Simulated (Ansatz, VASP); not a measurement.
Na3WClO4 in VASP and in Ansatz

```xyz
18
Lattice="7.5925 0.0000 0.0000 0.0000 7.5925 0.0000 0.0000 0.0000 5.4131" Properties=species:S:1:pos:R:3 pbc="T T T"
Na    3.7963    0.0000    1.9579
Na    0.0000    3.7963    3.4552
Na    5.6944    1.8981    0.0000
Na    1.8981    1.8981    0.0000
Na    1.8981    5.6944    0.0000
Na    5.6944    5.6944    0.0000
W     0.0000    0.0000    2.7065
W     3.7963    3.7963    2.7065
Cl    3.7963    0.0000    4.5795
Cl    0.0000    3.7963    0.8336
O     6.1544    0.0000    1.6317
O     3.7963    2.3581    1.6317
O     1.4382    0.0000    1.6317
O     3.7963    5.2345    1.6317
O     2.3581    3.7963    3.7814
O     0.0000    1.4382    3.7814
O     5.2345    3.7963    3.7814
O     0.0000    6.1544    3.7814
```

Change from the starting cell: volume scaled by 1.03, ions relaxed.

Alike in both runs: functional PBE; k mesh 3 × 3 × 4; occupations fermi-dirac, width 0.02 eV; no spin polarisation.

Ansatz relaxed the structure, and its values are those at the end. VASP's run is a single point on that final structure, the one shown.

|  | VASP | Ansatz |
| --- | --- | --- |
| version | VASP 6.6.1 | Ansatz 0.2.0 |
| potentials or method | VASP PAW PBE potentials, release 64 (Na_pv, W_sv, Cl, O) | plane-wave PAW, scalar-relativistic |
| plane-wave cutoff (eV) | 520 | 420 |
| valence electrons in the cell | 132 | 144 |

|  | VASP | Ansatz | Ansatz less VASP |
| --- | --- | --- | --- |
| gap on the k mesh at the Fermi level (eV) | 4.61 | 4.61 | +0.004 |
| pressure (GPa) | 1.0 | 0.1 | -0.90 |
| rms of the force components (eV/Å) | 0.155 | 0.005 | -0.1507 |

One of these differences is far larger than is usual between the two programs; its cause wasn't traced. VASP's potentials hold 132 valence electrons a cell and Ansatz's 144, so a difference there can come from the potentials and not from the codes. Ansatz's warnings: stress scf threshold loose.

Spin-orbit coupling is off throughout.
